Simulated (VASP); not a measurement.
# Ru (P6_3/mmc) in VASP: settings compared

Ru is run at these levels: LDA, PBE; tasks: single point.

Program: VASP 6.6.1. These are calculated values, not measurements. Logs are shortened: lines on timing, memory, paths and dates and some standing lists are left out, and cuts for length are marked.

## Step 1: The cell of the first run

It takes space group P6_3/mmc (No. 194, hexagonal). The conventional cell has a = 2.673 Å, b = 2.673 Å, c = 4.230 Å, α = 90.00°, β = 90.00°, γ = 120.00°. Within 3.5 Å of Ru (site symmetry -6m2) lie 12 Ru at 2.62 to 2.67 Å.

## Step 2: Single point, LDA

The input, INCAR:

```
PREC = Accurate
ENCUT = 520
EDIFF = 1E-7
ISMEAR = -1
SIGMA = 0.05
LREAL = F
LASPH = T
NELM = 60
ALGO = Fast
ISIF = 2
LWAVE = F
LCHARG = F
NBANDS = 21
```

The input, KPOINTS:

```
Automatic mesh
0
Gamma
  11 11 6
```

The input, POSCAR:

```
Ru
1.0
    2.6732581370      0.0000000000      0.0000000000
   -1.3366290685      2.3151094575      0.0000000000
    0.0000000000      0.0000000000      4.2297277235
Ru
2
Direct
    0.6666666667      0.3333333333      0.7500000000
    0.3333333333      0.6666666667      0.2500000000
```

Potentials or basis: VASP PAW LDA potentials, release 64 (Ru_pv).

Run with:

```console
$ cat potpaw_LDA.64/Ru_pv/POTCAR > POTCAR
$ mpirun -np 1 vasp_std > vasp.out
```

OUTCAR:

```text
PREC = Accurate
   ENCUT = 520
   EDIFF = 1E-7
   ISMEAR = -1
   LREAL = F
   LASPH = T
   NELM = 60
   ISIF = 2

 ion  position               nearest neighbor table
   1  0.667  0.333  0.750-   2 2.62   2 2.62   2 2.62   2 2.62   2 2.62   2 2.62
   2  0.333  0.667  0.250-   1 2.62   1 2.62   1 2.62   1 2.62   1 2.62   1 2.62

  LATTYP: Found a hexagonal cell.
 ALAT       =     2.6732581370
 C/A-ratio  =     1.5822369209

  Lattice vectors:

 A1 = (   2.6732581370,   0.0000000000,   0.0000000000)
 A2 = (  -1.3366290685,   2.3151094575,   0.0000000000)
 A3 = (   0.0000000000,   0.0000000000,   4.2297277235)

Analysis of symmetry for initial positions (statically):
=====================================================================
 Subroutine PRICEL returns:
 Original cell was already a primitive cell.

 Routine SETGRP: Setting up the symmetry group for a
 hexagonal supercell.

 Subroutine GETGRP returns: Found 24 space group operations
 (whereof 12 operations were pure point group operations)
 out of a pool of 24 trial point group operations.

The static configuration has the point symmetry D_3d.
 The point group associated with its full space group is D_6h.

Analysis of symmetry for dynamics (positions and initial velocities):
=====================================================================
 Subroutine PRICEL returns:
 Original cell was already a primitive cell.

 Routine SETGRP: Setting up the symmetry group for a
 hexagonal supercell.

 Subroutine GETGRP returns: Found 24 space group operations
 (whereof 12 operations were pure point group operations)
 out of a pool of 24 trial point group operations.

The dynamic configuration has the point symmetry D_3d.
 The point group associated with its full space group is D_6h.

 Subroutine INISYM returns: Found 24 space group operations
 (whereof 12 operations are pure point group operations),
 and found     1 'primitive' translations

----------------------------------------------------------------------------------------

                                     Primitive cell

  volume of cell :      26.1773

  direct lattice vectors                    reciprocal lattice vectors
     2.673258137  0.000000000  0.000000000     0.374075360  0.215972510  0.000000000
    -1.336629068  2.315109458  0.000000000     0.000000000  0.431945020  0.000000000
     0.000000000  0.000000000  4.229727723     0.000000000  0.000000000  0.236421837

  length of vectors
     2.673258137  2.673258137  4.229727723     0.431945020  0.431945020  0.236421837

  position of ions in fractional coordinates (direct lattice)
     0.666666667  0.333333333  0.750000000
     0.333333333  0.666666667  0.250000000

  ion indices of the primitive-cell ions
   primitive index   ion index
                 1           1
                 2           2

----------------------------------------------------------------------------------------

 KPOINTS: Automatic mesh

Automatic generation of k-mesh.
 Grid dimensions read from file:
 generate k-points for:   11   11    6

 Generating k-lattice:

  Cartesian coordinates                     Fractional coordinates (reciprocal lattice)
     0.034006851  0.019633865  0.000000000     0.090909091  0.000000000  0.000000000
     0.000000000  0.039267729  0.000000000     0.000000000  0.090909091  0.000000000
     0.000000000  0.000000000  0.039403640     0.000000000  0.000000000  0.166666667

  Length of vectors
     0.039267729  0.039267729  0.039403640

  Shift w.r.t. Gamma in fractional coordinates (k-lattice)
     0.000000000  0.000000000  0.000000000

 Subroutine IBZKPT returns following result:
 ===========================================

 Found     64 irreducible k-points:

 Following reciprocal coordinates:
            Coordinates               Weight
  0.000000  0.000000  0.000000      1.000000
  0.090909  0.000000  0.000000      6.000000
  0.181818  0.000000  0.000000      6.000000
  0.272727  0.000000  0.000000      6.000000
  0.363636  0.000000  0.000000      6.000000
  0.454545  0.000000  0.000000      6.000000
[... 16 lines left out ...]
  0.090909  0.090909  0.166667     12.000000
  0.181818  0.090909  0.166667     24.000000
 [... further k-points ...]
   k-points           NKPTS =     64   k-points in BZ     NKDIM =     64   number of bands    NBANDS=     21
   number of dos      NEDOS =    301   number of ions     NIONS =      2
   total plane-waves  NPLWV =  12800
   dimension x,y,z NGX =    20 NGY =   20 NGZ =   32
   dimension x,y,z NGXF=    40 NGYF=   40 NGZF=   64
   ions per type =               2
   NGX,Y,Z   is equivalent  to a cutoff of  12.44, 12.44, 12.58 a.u.
   NGXF,Y,Z  is equivalent  to a cutoff of  24.88, 24.88, 25.15 a.u.
 SYSTEM =  unknown system
   PREC   = accura    normal or accurate (medium, high low for compatibility)
   ISTART =      0    job   : 0-new  1-cont  2-samecut
   ICHARG =      2    charge: 1-file 2-atom 10-const
   ISPIN  =      1    spin polarized calculation?
   LNONCOLLINEAR =      F non collinear calculations
   LSORBIT =      F    spin-orbit coupling
   LASPH  =      T    aspherical Exc in radial PAW
   ENCUT  =  520.0 eV  38.22 Ry    6.18 a.u.   4.97  4.97  7.86*2*pi/ulx,y,z
   NELM   =     60;   NELMIN=  2; NELMDL= -5     # of ELM steps
   EDIFF  = 0.1E-06   stopping-criterion for ELM
   LREAL  =      F    real-space projection
   EDIFFG = 0.1E-05   stopping-criterion for IOM
   NSW    =      0    number of steps for IOM
   IBRION =     -1    ionic relax: 0-MD 1-quasi-New 2-CG
   NFREE  =      0    steps in history (QN), initial steepest desc. (CG)
   ISIF   =      2    stress and relaxation
   ISYM   =      2    0-nonsym 1-usesym 2-fastsym
   POTIM  = 0.5000    time-step for ionic-motion
   TEBEG  =    0.0;   TEEND  =   0.0 temperature during run
   PSTRESS=    0.0 pullay stress
   NELECT =      28.0000    total number of electrons
   NUPDOWN=      -1.0000    fix difference up-down
   EMIN   =  10.00;   EMAX   =-10.00  energy-range for DOS
   EFERMI =   0.00;   METHOD = LEGACY
   ISMEAR =    -1;   SIGMA  =   0.05  broadening in eV -4-tet -1-fermi 0-gaus
   EFERMI_NEDOS =   21; number of points for ismear=-14 and -15
   IALGO  =     68    algorithm
   IMIX   =      4    mixing-type and parameters
     AMIX     =   0.40;   BMIX     =  1.00
     AMIX_MAG =   1.60;   BMIX_MAG =  1.00
  volume/ion in A,a.u.               =      13.09        88.33
  Fermi-wavevector in a.u.,A,eV,Ry     =   1.674246  3.163866 38.138479  2.803099
  Thomas-Fermi vector in A             =   2.759075
   LORBIT       =      0    0 simple, 1 ext, 2 COOP (PROOUT), +10 PAW based schemes
   GGA     = CA    functional components
   LHFCALC =     F    Hartree Fock is set to
   AEXX    =    0.0000 exact exchange contribution
   IVDW    =     0    specifies the selected vdW correction
   LEPSILON=     F    determine dielectric tensor
   LRPA    =     F    only Hartree local field effects (RPA)
 non-spin polarized calculation
 RMM-DIIS sequential band-by-band and
  energy-cutoff  :      520.00
  volume of cell :       26.18
 maximum number of plane-waves:       718
 NGX is ok and might be reduce to    20
   NGX =  9   NGY =  9   NGZ = 15

 number of electron      27.9999992 magnetization

 Free energy of the ion-electron system (eV)
  ---------------------------------------------------
  ext. energy  EPLUGINS =         0.00000000
  ---------------------------------------------------
  free energy    TOTEN  =       -21.38614928 eV

  energy without entropy =      -21.37020971  energy(sigma->0) =      -21.37817949

 E-fermi :  13.3096     XC(G=0): -14.6066

 val. band max:       13.2912428431   @ k =   0.2727   0.0000   0.0000
 cond. band min:      13.3239090271   @ k =   0.2727   0.1818   0.1667
 fundamental gap:      0.0326661841
 Fermi energy:        13.3096040377

 k-point     1 :       0.0000    0.0000    0.0000
  band No.  band energies     occupation
      1     -30.2277      2.00000
      2     -29.1570      2.00000
      3     -29.1570      2.00000
      4     -28.9633      2.00000
      5     -28.9633      2.00000
      6     -28.9161      2.00000
[... 13 lines left out ...]
     20      23.3248      0.00000
     21      24.1245      0.00000

 k-point     2 :       0.0909    0.0000    0.0000
  band No.  band energies     occupation
      1     -30.1956      2.00000
      2     -29.2256      2.00000
      3     -29.1800      2.00000
      4     -29.0347      2.00000
      5     -28.9726      2.00000
      6     -28.9311      2.00000
[... 13 lines left out ...]
     20      23.3247      0.00000
     21      24.0752      0.00000

 k-point     3 :       0.1818    0.0000    0.0000
  band No.  band energies     occupation
      1     -30.1043      2.00000
      2     -29.4096      2.00000
      3     -29.2395      2.00000
      4     -29.2213      2.00000
      5     -28.9994      2.00000
      6     -28.9761      2.00000
[... 13 lines left out ...]
     20      23.3247      0.00000
     21      23.9071      0.00000

 k-point     4 :       0.2727    0.0000    0.0000
  band No.  band energies     occupation
      1     -29.9692      2.00000
      2     -29.6502      2.00000
      3     -29.4557      2.00000
      4     -29.3138      2.00000
      5     -29.0504      2.00000
      6     -29.0373      2.00000
[... 13 lines left out ...]
     20      23.3245      0.00000
     21      23.6725      0.00000

 k-point     5 :       0.3636    0.0000    0.0000
  band No.  band energies     occupation
      1     -29.8703      2.00000
      2     -29.8164      2.00000
      3     -29.6621      2.00000
      4     -29.3794      2.00000
      5     -29.1469      2.00000
      6     -29.0738      2.00000
[... 13 lines left out ...]
     20      23.8894      0.00000
     21      24.6357      0.00000
[... 382 lines left out ...]
     20      24.8263      0.00000
     21      26.0010      0.00000

 k-point    22 :       0.4545    0.0000    0.1667
  band No.  band energies     occupation
      1     -30.0649      2.00000
      2     -29.8555      2.00000
      3     -29.5803      2.00000
      4     -29.3964      2.00000
      5     -29.2056      2.00000
      6     -29.1181      2.00000
[... 13 lines left out ...]
     20      24.2729      0.00000
     21      25.5598      0.00000

 k-point    23 :       0.0909    0.0909    0.1667
  band No.  band energies     occupation
      1     -30.0696      2.00000
      2     -29.3139      2.00000
      3     -29.2638      2.00000
      4     -29.1745      2.00000
      5     -29.0168      2.00000
      6     -28.9910      2.00000
[... 13 lines left out ...]
     20      23.3247      0.00000
     21      25.3921      0.00000

 k-point    24 :       0.1818    0.0909    0.1667
  band No.  band energies     occupation
      1     -29.9897      2.00000
      2     -29.4988      2.00000
      3     -29.4430      2.00000
      4     -29.2633      2.00000
      5     -29.0689      2.00000
      6     -29.0304      2.00000
[... 13 lines left out ...]
     20      23.3246      0.00000
     21      25.4676      0.00000

 [... further k-points ...]

------------------------ aborting loop because EDIFF is reached ----------------------------------------

  FORCE on cell =-STRESS in cart. coord.  units (eV):
  Direction    XX          YY          ZZ          XY          YZ          ZX
  --------------------------------------------------------------------------------------
  -------------------------------------------------------------------------------------
  Total        0.1487725      0.1487725      0.1731854      0.0000000     -0.0000000     -0.0000000
  in kB        9.1055940      9.1055940     10.5997854      0.0000000     -0.0000000     -0.0000000
  external PRESSURE =       9.6036578 kB  Pullay stress =       0.0000000 kB

 VOLUME and BASIS-vectors are now :
 -----------------------------------------------------------------------------
  energy-cutoff  :      520.00
  volume of cell :       26.18
      direct lattice vectors                 reciprocal lattice vectors
     2.673258137  0.000000000  0.000000000     0.374075360  0.215972510  0.000000000
    -1.336629068  2.315109458  0.000000000     0.000000000  0.431945020  0.000000000
     0.000000000  0.000000000  4.229727723     0.000000000  0.000000000  0.236421837

 POSITION                                       TOTAL-FORCE (eV/Angst)
 -----------------------------------------------------------------------------------
      1.33663      0.77170      3.17230        -0.000000      0.000000      0.000000
     -0.00000      1.54341      1.05743         0.000000     -0.000000      0.000000
 -----------------------------------------------------------------------------------
    total drift:                                0.000000     -0.000000      0.000000

  FREE ENERGIE OF THE ION-ELECTRON SYSTEM (eV)
  ---------------------------------------------------
  free  energy   TOTEN  =       -21.3861492812 eV

  energy  without entropy=      -21.3702097071  energy(sigma->0) =      -21.37817949
```

It took 24 s on 1 thread of Intel Xeon 8259CL, shared host; peak memory 0.14 GiB.

Results:

* Free energy: -21.3861 eV
* Pressure: 1.0 GPa
* Band gap on the k mesh: zero (bands 14 and 15 overlap by 3.26 eV)

## Step 3: Single point, PBE

This run uses another cell than the first one, of 13.77 Å³/atom.

The input, INCAR:

```
ALGO = Normal
EDIFF = 1E-7
ENCUT = 520
GGA = PE
ISIF = 2
ISMEAR = -1
LASPH = True
LCHARG = True
LELF = True
LREAL = False
LVHAR = True
LWAVE = False
NBANDS = 21
NELM = 60
PREC = Accurate
SIGMA = 0.05
```

The input, KPOINTS:

```
k-points
0
Gamma
  11 11 6
```

The input, POSCAR:

```
Ru
1.0
    2.7195201222      0.0000000000      0.0000000000
   -1.3597600611      2.3551735119      0.0000000000
    0.0000000000      0.0000000000      4.2997514244
Ru
2
Direct
    0.6666666667      0.3333333333      0.7500000000
    0.3333333333      0.6666666667      0.2500000000
```

Potentials or basis: VASP PAW PBE potentials, release 64 (Ru_pv).

Run with:

```console
$ cat potpaw_PBE.64/Ru_pv/POTCAR > POTCAR
$ mpirun -np 1 vasp_std > vasp.out
```

Run time: 24 s. Hardware: 1 thread of Intel Xeon 8259CL, shared host; peak memory 0.15 GiB.

The run converged. Its results:

- Free energy: -18.4654 eV
- Pressure: -0.1 GPa
- Band gap on the k mesh: zero (bands 14 and 15 overlap by 3.00 eV)

Levels at points of the mesh, in eV from the Fermi level:
```tsv
k point	band 11	band 12	band 13	band 14	band 15	band 16	band 17	band 18
(0.00, 0.00, 0.00)	-2.29	-1.81	-1.81	-1.30	-1.30	1.22	1.22	1.36
(0.00, 0.00, 0.50)	-2.64	-2.64	-2.59	-2.59	0.60	0.60	0.60	0.60
```
